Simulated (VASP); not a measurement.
# Li8HF8 (a cell with a defect) in VASP: relaxation of the atoms with PBE

Aim: the relaxation of the atoms of Li8HF8 (a cell with a defect) with PBE.

Program: VASP 6.6.1. These are calculated values, not measurements. Logs are shortened: lines on timing, memory, paths and dates and some standing lists are left out, and cuts for length are marked.

### Step 1. The cell of the first run

The cell holds a defect, 17 atoms: a = 5.753 Å, b = 5.753 Å, c = 5.753 Å, α = 60.00°, β = 60.00°, γ = 60.00°.

### Step 2. Relaxation of the atoms, PBE, collinear spin (with an interstitial atom)

INCAR

```
PREC = Accurate ; ENCUT = 520
EDIFF = 1E-7 ; ISMEAR = 0
SIGMA = 0.02 ; LREAL = Auto
LASPH = True ; NELM = 150
ALGO = Normal ; ISIF = 2
LWAVE = False ; LCHARG = False
ISPIN = 2 ; MAGMOM = 0 0 0 0 0 0 0 0 0 0 0 0 0 0 0 0 1
LORBIT = 11 ; GGA = PE
IBRION = 2 ; NSW = 80
EDIFFG = -0.02 ; KPAR = 2
```

KPOINTS

```
regular mesh
0
Gamma
  2 2 2
```

POSCAR

```
Li8HF8
1.0
   -4.0681815568      4.0681815568      0.0000000000
    0.0000000000      4.0681815568     -4.0681815568
   -4.0681815568      0.0000000000     -4.0681815568
Li F H
8 8 1
Direct
    0.0000000000      0.0000000000      0.5000000000
    0.0000000000      0.5000000000      0.5000000000
    0.0000000000      0.0000000000      0.0000000000
    0.0000000000      0.5000000000      0.0000000000
    0.5000000000      0.0000000000      0.5000000000
    0.5000000000      0.5000000000      0.5000000000
    0.5000000000      0.0000000000      0.0000000000
    0.5000000000      0.5000000000      0.0000000000
    0.2500000000      0.7500000000      0.7500000000
    0.2500000000      0.2500000000      0.7500000000
    0.2500000000      0.7500000000      0.2500000000
    0.2500000000      0.2500000000      0.2500000000
    0.7500000000      0.7500000000      0.7500000000
    0.7500000000      0.2500000000      0.7500000000
    0.7500000000      0.7500000000      0.2500000000
    0.7500000000      0.2500000000      0.2500000000
    0.1266329249      0.1026243164      0.6167217124
```

Potentials or basis: VASP PAW PBE potentials, release 64 (Li_sv, F, H).

The run is started by

```
$ cat potpaw_PBE.64/Li_sv/POTCAR potpaw_PBE.64/F/POTCAR potpaw_PBE.64/H/POTCAR > POTCAR
$ mpirun -np 2 vasp_std > vasp.out
```

OUTCAR:

```text
PREC = Accurate
   ENCUT = 520
   EDIFF = 1E-7
   ISMEAR = 0
   LREAL = Auto
   LASPH = True
   NELM = 150
   ISIF = 2
   ISPIN = 2
   LORBIT = 11
   GGA = PE
   IBRION = 2
   NSW = 80
   EDIFFG = -0.02

 ion  position               nearest neighbor table
   1  0.000  0.000  0.500-  17 1.63  11 2.03  12 2.03  13 2.03  14 2.03  16 2.03   9 2.03
   2  0.000  0.500  0.500-  10 2.03  11 2.03  12 2.03  13 2.03  14 2.03  15 2.03
   3  0.000  0.000  0.000-   9 2.03  10 2.03  11 2.03  14 2.03  15 2.03  16 2.03
   4  0.000  0.500  0.000-   9 2.03  10 2.03  12 2.03  13 2.03  15 2.03  16 2.03
   5  0.500  0.000  0.500-   9 2.03  10 2.03  12 2.03  13 2.03  15 2.03  16 2.03
   6  0.500  0.500  0.500-   9 2.03  10 2.03  11 2.03  14 2.03  15 2.03  16 2.03
   7  0.500  0.000  0.000-  10 2.03  11 2.03  12 2.03  13 2.03  14 2.03  15 2.03
   8  0.500  0.500  0.000-   9 2.03  11 2.03  12 2.03  13 2.03  14 2.03  16 2.03
   9  0.250  0.750  0.750-   1 2.03   3 2.03   4 2.03   5 2.03   6 2.03   8 2.03
  10  0.250  0.250  0.750-   2 2.03   3 2.03   4 2.03   5 2.03   6 2.03   7 2.03
  11  0.250  0.750  0.250-   1 2.03   2 2.03   3 2.03   6 2.03   7 2.03   8 2.03
  12  0.250  0.250  0.250-   1 2.03   2 2.03   4 2.03   5 2.03   7 2.03   8 2.03
  13  0.750  0.750  0.750-   1 2.03   2 2.03   4 2.03   5 2.03   7 2.03   8 2.03
  14  0.750  0.250  0.750-   1 2.03   2 2.03   3 2.03   6 2.03   7 2.03   8 2.03
  15  0.750  0.750  0.250-   2 2.03   3 2.03   4 2.03   5 2.03   6 2.03   7 2.03
  16  0.750  0.250  0.250-   1 2.03   3 2.03   4 2.03   5 2.03   6 2.03   8 2.03
  17  0.127  0.103  0.617-   1 1.63

  LATTYP: Found a face centered cubic cell.
 ALAT       =     8.1363631136

  Lattice vectors:

 A1 = (  -4.0681815568,   4.0681815568,   0.0000000000)
 A2 = (   0.0000000000,   4.0681815568,  -4.0681815568)
 A3 = (  -4.0681815568,   0.0000000000,  -4.0681815568)

Analysis of symmetry for initial positions (statically):
=====================================================================
 Subroutine PRICEL returns:
 Original cell was already a primitive cell.

 Routine SETGRP: Setting up the symmetry group for a
 face centered cubic supercell.

 Subroutine GETGRP returns: Found  1 space group operations
 (whereof  1 operations were pure point group operations)
 out of a pool of 48 trial point group operations.

The static configuration has the point symmetry C_1 .

Analysis of symmetry for dynamics (positions and initial velocities):
=====================================================================
 Subroutine PRICEL returns:
 Original cell was already a primitive cell.

 Routine SETGRP: Setting up the symmetry group for a
 face centered cubic supercell.

 Subroutine GETGRP returns: Found  1 space group operations
 (whereof  1 operations were pure point group operations)
 out of a pool of 48 trial point group operations.

[... 170 lines left out ...]

 Free energy of the ion-electron system (eV)
  ---------------------------------------------------
  ext. energy  EPLUGINS =         0.00000000
  ---------------------------------------------------
  free energy    TOTEN  =       -76.20698540 eV

  energy without entropy =      -76.20698540  energy(sigma->0) =      -76.20698540

------------------------ aborting loop because EDIFF is reached ----------------------------------------

  FORCE on cell =-STRESS in cart. coord.  units (eV):
  Direction    XX          YY          ZZ          XY          YZ          ZX
  --------------------------------------------------------------------------------------
  -------------------------------------------------------------------------------------
  Total        4.6942079      4.6060957      4.4939509      0.2741037      0.0062608     -0.1715541
  in kB       55.8524109     54.8040383     53.4697223      3.2613282      0.0744920     -2.0411775
  external PRESSURE =      54.7087238 kB  Pullay stress =       0.0000000 kB
[... 134 lines left out ...]
  FREE ENERGIE OF THE ION-ELECTRON SYSTEM (eV)
  ---------------------------------------------------
  free  energy   TOTEN  =       -76.6690726017 eV

  energy  without entropy=      -76.6690726017  energy(sigma->0) =      -76.66907260

[... ionic steps 4 to 10 ...]

--------------------------------------- Ionic step       11  -------------------------------------------

 number of electron      80.9999981 magnetization       1.0000000

------------------------ aborting loop because EDIFF is reached ----------------------------------------
[... 97 lines left out ...]
--------------------------------------- Ionic step       13  -------------------------------------------

 number of electron      80.9999979 magnetization       1.0000000

 Free energy of the ion-electron system (eV)
  ---------------------------------------------------
  ext. energy  EPLUGINS =         0.00000000
  ---------------------------------------------------
  free energy    TOTEN  =       -76.69431345 eV

  energy without entropy =      -76.69431345  energy(sigma->0) =      -76.69431345

 E-fermi :   3.0352     XC(G=0):  -9.9656

 val. band max:        2.9448129588   @ k =   0.5000   0.0000   0.5000
 cond. band min:       4.5316860260   @ k =   0.0000   0.0000   0.0000
 fundamental gap:      1.5868730673
 Fermi energy:         3.0351517926

 spin component 1

 k-point     1 :       0.0000    0.0000    0.0000
  band No.  band energies     occupation
      1     -42.2034      1.00000
      2     -42.1693      1.00000
      3     -42.1652      1.00000
      4     -42.1630      1.00000
      5     -41.8420      1.00000
      6     -41.8128      1.00000
[... 413 lines left out ...]
     49      13.5695      0.00000
     50      13.8721      0.00000
 Fermi energy:         3.0351517926

 spin component 2

 k-point     1 :       0.0000    0.0000    0.0000
  band No.  band energies     occupation
      1     -42.1924      1.00000
      2     -42.1585      1.00000
      3     -42.1551      1.00000
      4     -42.1531      1.00000
      5     -41.8400      1.00000
      6     -41.8110      1.00000
[... 457 lines left out ...]
  FREE ENERGIE OF THE ION-ELECTRON SYSTEM (eV)
  ---------------------------------------------------
  free  energy   TOTEN  =       -76.6943134525 eV

  energy  without entropy=      -76.6943134525  energy(sigma->0) =      -76.69431345

 reached required accuracy - stopping structural energy minimisation

 total charge

# of ion       s       p       d       tot
------------------------------------------
    1        2.016   0.049   0.000   2.065
    2        2.016   0.048   0.000   2.064
    3        2.016   0.048   0.000   2.064
    4        2.018   0.050   0.000   2.068
    5        2.016   0.048   0.000   2.064
    6        2.018   0.050   0.000   2.068
[... 9 lines left out ...]
   16        1.729   4.408   0.000   6.137
   17        0.479   0.010   0.000   0.489
--------------------------------------------------
tot         30.470  35.608   0.000  66.078

 magnetization (x)

# of ion       s       p       d       tot
------------------------------------------
    1        0.002   0.004   0.000   0.005
    2        0.002   0.003   0.000   0.005
    3        0.002   0.003   0.000   0.005
    4        0.000   0.001   0.000   0.001
    5        0.002   0.003   0.000   0.005
    6        0.000   0.001   0.000   0.001
[... 9 lines left out ...]
   16       -0.000   0.000   0.000   0.000
   17        0.349   0.001   0.000   0.351
--------------------------------------------------
tot          0.383   0.276   0.000   0.659
```

OSZICAR:

```text
N       E                     dE             d eps       ncg     rms          rms(c)
DAV:   1     0.775369577162E+03    0.77537E+03   -0.42196E+04  1600   0.180E+03
DAV:   2    -0.765051876360E+01   -0.78302E+03   -0.74867E+03  1842   0.482E+02
DAV:   3    -0.727807636115E+02   -0.65130E+02   -0.64852E+02  2192   0.126E+02
[... 128 lines left out ...]
DAV:   2    -0.766938672617E+02   -0.28460E-02   -0.26492E-02  1720   0.855E-01    0.711E-02
DAV:   3    -0.766942902455E+02   -0.42298E-03   -0.14251E-03  2344   0.173E-01    0.380E-02
DAV:   4    -0.766942800445E+02    0.10201E-04   -0.10175E-04  2118   0.739E-02    0.174E-02
DAV:   5    -0.766943121869E+02   -0.32142E-04   -0.56197E-05  1768   0.405E-02    0.594E-03
DAV:   6    -0.766943133982E+02   -0.12113E-05   -0.56621E-06  2030   0.142E-02    0.344E-03
DAV:   7    -0.766943134525E+02   -0.54372E-07   -0.87137E-07  1776   0.559E-03
  13 F= -.76694313E+02 E0= -.76694313E+02  d E =-.109126E-02  mag=     1.0000
```

CONTCAR:

```text
Li8HF8
   1.00000000000000
    -4.0681815567999999    4.0681815567999999    0.0000000000000000
     0.0000000000000000    4.0681815567999999   -4.0681815567999999
    -4.0681815567999999    0.0000000000000000   -4.0681815567999999
  Li              F               H
     8     8     1
Direct
     0.9943075316179055    0.9931766448506625    0.4939127629247018
     0.9965220311330759    0.5096448944992114    0.4959216528163196
     0.9960068998196313    0.9946806245914345    0.0121039759201125
     0.0038500085037151    0.4978829251764922    0.9983520504635411
     0.5140908555966310    0.9943112813463992    0.4950280661809060
     0.4985496523619107    0.4977692144926552    0.5039116617194564
[... 9 lines left out ...]
     0.7508251620232691    0.2470662407658674    0.2503985762815284
     0.1253226502572951    0.1196905446055842    0.6229222443223438

  0.00000000E+00  0.00000000E+00  0.00000000E+00
  0.00000000E+00  0.00000000E+00  0.00000000E+00
  0.00000000E+00  0.00000000E+00  0.00000000E+00
  0.00000000E+00  0.00000000E+00  0.00000000E+00
  0.00000000E+00  0.00000000E+00  0.00000000E+00
  0.00000000E+00  0.00000000E+00  0.00000000E+00
[... 9 lines left out ...]
  0.00000000E+00  0.00000000E+00  0.00000000E+00
  0.00000000E+00  0.00000000E+00  0.00000000E+00
```

Run time: 13 min. Hardware: 2 MPI ranks of Intel Xeon Platinum 8488C (Sapphire Rapids), shared host; peak memory 0.42 GiB.

Results:

```yaml
Free_energy: -76.6943 eV
Energy_gained_by_relaxing: 28.7 meV/atom
Ionic_steps: 13
Largest_force_after_relaxing: 0.020 eV/Å
Band_gap_on_the_k_mesh: 1.59 eV
Net_moment: 1.00 μB per cell
Site_moments: Li +0.01, +0.00 (each value once); F +0.07, +0.00 (each value once); H +0.35 μB
Valence_electrons_inside_the_program's_atomic_spheres: Li 2.06, 2.07 (each value once); F 6.13, 6.14 (each value once); H 0.49
```

Forces on the atoms (eV/Å):
```
Li  -0.009  0.008 -0.007
Li   0.010  0.005 -0.004
Li   0.001 -0.004  0.002
Li  -0.006  0.004  0.000
Li   0.005 -0.006  0.001
Li  -0.003  0.001 -0.003
Li  -0.003  0.000  0.000
Li   0.011 -0.011  0.011
F    0.010  0.004  0.000
F    0.010 -0.006  0.008
F   -0.006  0.001 -0.006
F   -0.007 -0.010  0.002
F   -0.001  0.006  0.001
F   -0.009  0.006  0.011
F    0.004 -0.003  0.000
F   -0.003 -0.004  0.001
H   -0.005  0.011 -0.016
```

Step by step:
| step | energy change (eV) | largest force (eV/Å) | pressure (GPa) |
| --- | --- | --- | --- |
| 1 | 0.0000 | 1.9763 | 5.47 |
| 2 | -0.3951 | 0.6624 | 4.68 |
| 3 | -0.4621 | 0.2752 | 4.54 |
| 4 | -0.4621 | 0.2827 | 4.54 |
| 5 | -0.4746 | 0.1612 | 4.58 |
| 6 | -0.4831 | 0.0727 | 4.68 |
| 7 | -0.4850 | 0.0384 | 4.71 |
| 8 | -0.4856 | 0.0574 | 4.75 |
| 9 | -0.4856 | 0.0525 | 4.74 |
| 10 | -0.4861 | 0.0383 | 4.74 |
| 11 | -0.4862 | 0.0392 | 4.74 |
| 12 | -0.4867 | 0.0333 | 4.74 |
| 13 | -0.4873 | 0.0198 | 4.72 |

Final structure:
```
Li F H
1.0
    -4.06818    4.06818    0.00000
     0.00000    4.06818   -4.06818
    -4.06818    0.00000   -4.06818
Li F H
8 8 1
Direct
  0.99431 0.99318 0.49391
  0.99652 0.50964 0.49592
  0.99601 0.99468 0.01210
  0.00385 0.49788 0.99835
  0.51409 0.99431 0.49503
  0.49855 0.49777 0.50391
  0.49841 0.00400 0.99817
  0.49926 0.49846 0.99888
  0.25946 0.72122 0.75941
  0.25813 0.25736 0.75798
  0.24770 0.75001 0.25036
  0.25901 0.25892 0.22269
  0.75076 0.74992 0.74746
  0.72346 0.25849 0.75871
  0.75098 0.75003 0.25052
  0.75083 0.24707 0.25040
  0.12532 0.11969 0.62292
```

Caveat: the k points lie up to 0.67 Å⁻¹ apart; the cell differs from its parent crystal (with an interstitial atom); the cutoff is under 1.25 times the usual one of these potentials, so pressure, stress and relaxed cells hold a basis-set (Pulay) error.
